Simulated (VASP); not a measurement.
Write the native input for VASP 6.6.1 that does the following.

| Property | Result |
| --- | --- |
| Task | single point |
| Functional | PBEsol |
| Potentials or basis | VASP PAW PBE potentials, release 64 (Ru_pv) |
| Cutoff | 520 eV |
| k mesh | 18 × 18 × 10 |
| Occupations | gaussian, width 0.15 eV |
| Spin | no spin polarisation |
| Dipole correction | no |
| Further INCAR settings | ALGO = Fast; EDIFF = 1e-06; NBANDS = 21 |

The structure of Ru lies in POSCAR:

```
Ru
1.0
    2.7273000000      0.0000000000      0.0000000000
   -1.3636500000      2.3619110838      0.0000000000
    0.0000000000      0.0000000000      4.7627000000
Ru
2
Direct
    0.3333333333      0.6666666667      0.2500000000
    0.6666666667      0.3333333333      0.7500000000
```

The input as run:

INCAR

```
PREC = Accurate ; ENCUT = 520
EDIFF = 1E-6 ; ISMEAR = 0
SIGMA = 0.15 ; LREAL = False
LASPH = True ; NELM = 100
ALGO = Fast ; ISIF = 2
LWAVE = False ; LCHARG = True
GGA = PS ; LELF = True
LVHAR = True ; NBANDS = 21
```

KPOINTS

```
regular mesh
0
Gamma
  18 18 10
```

Potentials or basis: VASP PAW PBE potentials, release 64 (Ru_pv).

Launch:

```sh
$ cat potpaw_PBE.64/Ru_pv/POTCAR > POTCAR
$ mpirun -np 1 vasp_std > vasp.out
```

It gave:

| Item | Value |
| --- | --- |
| Pressure | -32.7 GPa |
| Band gap on the k mesh | zero (band 14 reaches 11.83 eV, above the bottom of band 15 at 9.49 eV) |

Caveat: the PAW data sets were made with another functional, which shifts forces and pressure a little.

It took 95 s on 1 thread of Intel(R) Xeon(R) Platinum 8488C (Sapphire Rapids), on a shared host, peak memory 0.22 GiB.
